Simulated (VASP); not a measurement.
# Li2NbO6 (P-3m1) in VASP: notebook, part 2 of 2

VASP 6.6.1. Earlier steps stand in the parts before.

### Step 4. Single point, PBE, collinear spin, ferrimagnetic start

INCAR reads:

```
SYSTEM = Li2NbO6
  PREC = Accurate
  ENCUT = 520
  EDIFF = 1E-6
  ISMEAR = 0
  SIGMA = 0.1
  LREAL = .False.
  LASPH = .True.
  NELM = 150
  ALGO = Normal
  ISIF = 2
  LWAVE = .False.
  LCHARG = .False.
  ISPIN = 2
  MAGMOM = -0.01 -0.01 -0.22 0.91 0.91 0.91 0.91 0.91 0.91
  LORBIT = 11
  LMAXMIX = 4
  GGA = PE
  NBANDS = 42
```

KPOINTS reads:

```
Automatic mesh
0
Gamma
  3 3 4
  0 0 0
```

POSCAR reads:

```
Li2NbO6
1.0
    5.8835700000      0.0000000000      0.0000000000
   -2.9417850000      5.0953210800      0.0000000000
    0.0000000000      0.0000000000      4.9421988000
Li Nb O
2 1 6
Direct
    0.3333333300      0.6666666700      0.7500000000
    0.6666666700      0.3333333300      0.2500000000
    0.0000000000      0.0000000000      0.0000000000
    0.8333333300      0.6666666700      0.7500000000
    0.3333333300      0.1666666700      0.7500000000
    0.8333333300      0.1666666700      0.7500000000
    0.1666666700      0.3333333300      0.2500000000
    0.6666666700      0.8333333300      0.2500000000
    0.1666666700      0.8333333300      0.2500000000
```

Potentials or basis: VASP PAW PBE potentials, release 64 (Li_sv, Nb_sv, O).

Launch:

```console
> cat potpaw_PBE.64/Li_sv/POTCAR potpaw_PBE.64/Nb_sv/POTCAR potpaw_PBE.64/O/POTCAR > POTCAR
> mpirun -np 1 vasp_std > vasp.out
```

OUTCAR:

```text
SYSTEM = Li2NbO6
   PREC = Accurate
   ENCUT = 520
   EDIFF = 1E-6
   ISMEAR = 0
   LREAL = .False.
   LASPH = .True.
   NELM = 150
   ISIF = 2
   ISPIN = 2
   LORBIT = 11
   GGA = PE

 ion  position               nearest neighbor table
   1  0.333  0.667  0.750-
   2  0.667  0.333  0.250-
   3  0.000  0.000  0.000-   4 2.10   7 2.10   5 2.10   8 2.10   6 2.10   9 2.10
   4  0.833  0.667  0.750-   3 2.10
   5  0.333  0.167  0.750-   3 2.10
   6  0.833  0.167  0.750-   3 2.10
   7  0.167  0.333  0.250-   3 2.10
   8  0.667  0.833  0.250-   3 2.10
   9  0.167  0.833  0.250-   3 2.10

  LATTYP: Found a hexagonal cell.
 ALAT       =     5.8835700000
 C/A-ratio  =     0.8400000000

  Lattice vectors:

 A1 = (   5.8835700000,   0.0000000000,   0.0000000000)
 A2 = (  -2.9417850000,   5.0953210800,   0.0000000000)
 A3 = (   0.0000000000,   0.0000000000,   4.9421988000)

Analysis of symmetry for initial positions (statically):
=====================================================================
[... 1050 lines left out ...]
 -----------------------------------------------------------------------------
  energy-cutoff  :      520.00
  volume of cell :      148.16
      direct lattice vectors                 reciprocal lattice vectors
     5.883570000  0.000000000  0.000000000     0.169964834  0.098129243  0.000000000
    -2.941785000  5.095321080  0.000000000     0.000000000  0.196258486  0.000000000
     0.000000000  0.000000000  4.942198800     0.000000000  0.000000000  0.202339088

 POSITION                                       TOTAL-FORCE (eV/Angst)
 -----------------------------------------------------------------------------------
     -0.00000      3.39688      3.70665         0.000000      0.000000     -0.326611
      2.94179      1.69844      1.23555         0.000000      0.000000      0.326611
      0.00000      0.00000      0.00000         0.000000      0.000000      0.000000
      2.94178      3.39688      3.70665         0.000000      1.451191      1.229339
      1.47089      0.84922      3.70665        -1.256768     -0.725595      1.229339
      4.41268      0.84922      3.70665         1.256768     -0.725595      1.229339
      0.00000      1.69844      1.23555         0.000000     -1.451191     -1.229339
      1.47089      4.24610      1.23555         1.256768      0.725595     -1.229339
     -1.47089      4.24610      1.23555        -1.256768      0.725595     -1.229339
 -----------------------------------------------------------------------------------
    total drift:                                0.000000      0.000000      0.000000

  FREE ENERGIE OF THE ION-ELECTRON SYSTEM (eV)
  ---------------------------------------------------
  free  energy   TOTEN  =       -50.2587178512 eV

  energy  without entropy=      -50.2383879471  energy(sigma->0) =      -50.24855290

 total charge

# of ion       s       p       d       tot
------------------------------------------
    1        1.988   0.008   0.000   1.996
    2        1.988   0.008   0.000   1.996
    3        2.188   6.087   1.947  10.223
    4        1.598   3.172   0.000   4.771
    5        1.598   3.172   0.000   4.771
    6        1.598   3.172   0.000   4.771
    7        1.598   3.172   0.000   4.771
    8        1.598   3.172   0.000   4.771
    9        1.598   3.172   0.000   4.771
--------------------------------------------------
tot         15.755  25.137   1.947  42.839

 magnetization (x)

# of ion       s       p       d       tot
------------------------------------------
    1       -0.002  -0.001   0.000  -0.003
    2       -0.002  -0.001   0.000  -0.003
    3       -0.013  -0.007  -0.320  -0.340
    4        0.009   0.742   0.000   0.751
    5        0.009   0.742   0.000   0.751
    6        0.009   0.742   0.000   0.751
    7        0.009   0.742   0.000   0.751
    8        0.009   0.742   0.000   0.751
    9        0.009   0.742   0.000   0.751
--------------------------------------------------
tot          0.038   4.442  -0.320   4.160
```

Run time: 8.5 min. Hardware: 1 thread of AMD EPYC 7R13, shared host; peak memory 0.38 GiB.

What came out:

```
Free energy                                           : -50.2587 eV
Largest force                                         : 1.902 eV/Å
Band gap on the k mesh                                : zero (filled and empty bands overlap)
Net moment                                            : 5.00 μB per cell
Site moments                                          : Li -0.00; Nb -0.34; O +0.75 μB
Valence electrons inside the program's atomic spheres : Li 2.00; Nb 10.22; O 4.77
```

Forces in eV/Å, atoms in the order of the input:
```
Li   0.000  0.000 -0.327
Li   0.000  0.000  0.327
Nb   0.000  0.000  0.000
O    0.000  1.451  1.229
O   -1.257 -0.726  1.229
O    1.257 -0.726  1.229
O    0.000 -1.451 -1.229
O    1.257  0.726 -1.229
O   -1.257  0.726 -1.229
```

Caveat: the k points lie up to 0.41 Å⁻¹ apart; forces of over 1 eV/Å act on the atoms, so gaps and moduli don't describe the material at rest.

### Step 5. Summary

```csv
spin,cell,gap on the mesh (eV),moment (μB),largest force (eV/Å)
off,"a = 5.884, b = 5.884, c = 4.942 Å, angles 90.0, 90.0, 120.0°, 9 atoms",none,-,1.88
"collinear, ferrimagnetic start","a = 5.979, b = 5.979, c = 3.974 Å, angles 90.0, 90.0, 120.0°, 9 atoms",none,5.00,0.01
"collinear, ferrimagnetic start","a = 5.884, b = 5.884, c = 4.942 Å, angles 90.0, 90.0, 120.0°, 9 atoms",none,5.00,1.90
```

Alike in all rows: task single point; level PBE; potentials or basis VASP PAW PBE potentials, release 64 (Li_sv, Nb_sv, O); k mesh 3 × 3 × 4; cutoff (eV) 520; smearing gaussian 0.1 eV.

Caveats: all runs use coarse meshes; an odd number of electrons without spin polarisation forces a metal (some runs); a magnetic or distorted state may lie lower (some runs); forces of over 1 eV/Å act on the atoms, so gaps and moduli don't describe the material at rest (some runs).

Absolute energies hang on the potentials; compare differences alone.
